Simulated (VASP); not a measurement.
Write the native input for VASP 6.6.1 that does the following.

```
Task                   : relaxation of cell and atoms
Functional             : revPBE
Potentials or basis    : VASP PAW PBE potentials, release 64 (P)
Cutoff                 : 600 eV
k mesh                 : 14 × 14 × 14
Occupations            : fermi-dirac, width 0.1 eV
Spin                   : no spin polarisation
Dipole correction      : no
Further INCAR settings : ALGO = Normal; EDIFF = 1e-06; IBRION = 2; EDIFFG = -0.01; NSW = 80; ISIF = 3
```

The structure of P lies in POSCAR:

```
P
1.0
    0.0000000000      1.9670729634      1.9670729634
    1.9670729634      0.0000000000      1.9670729634
    1.9670729634      1.9670729634      0.0000000000
P
1
Direct
    0.0000000000      0.0000000000      0.0000000000
```

These files were run (other wordings do the same):

INCAR

```
SYSTEM = P
ALGO = Normal
EDIFF = 1E-6
EDIFFG = -0.01
ENCUT = 600
GGA = RE
IBRION = 2
ISIF = 3
ISMEAR = -1
LASPH = .True.
LCHARG = .False.
LREAL = .False.
LWAVE = .False.
NELM = 100
NSW = 80
PREC = Accurate
SIGMA = 0.1
```

KPOINTS

```
k-points
0
Gamma
  14 14 14
  0 0 0
```

Potentials or basis: VASP PAW PBE potentials, release 64 (P).

The run is started by

```console
$ cat potpaw_PBE.64/P/POTCAR > POTCAR
$ mpirun -np 1 vasp_std > vasp.out
```

It gave:

```yaml
Relaxed_volume: 14.63 Å³/atom
Relaxed_cell: a = 2.746 Å, b = 2.746 Å, c = 2.746 Å, α = 60.00°, β = 60.00°, γ = 60.00°
Space_group_after_relaxing_to_0.05_Å: Fm-3m (No. 225)
Energy_gained_by_relaxing: 5.8 meV/atom
Ionic_steps: 3
Pressure_after_relaxing: 0.0 GPa
```

Caveat: the PAW data sets were made with another functional, which shifts forces and pressure a little.

Wall time 15 s on 1 thread of AMD EPYC 7R13 Processor (Zen 3), on a shared host, peak memory 0.11 GiB.
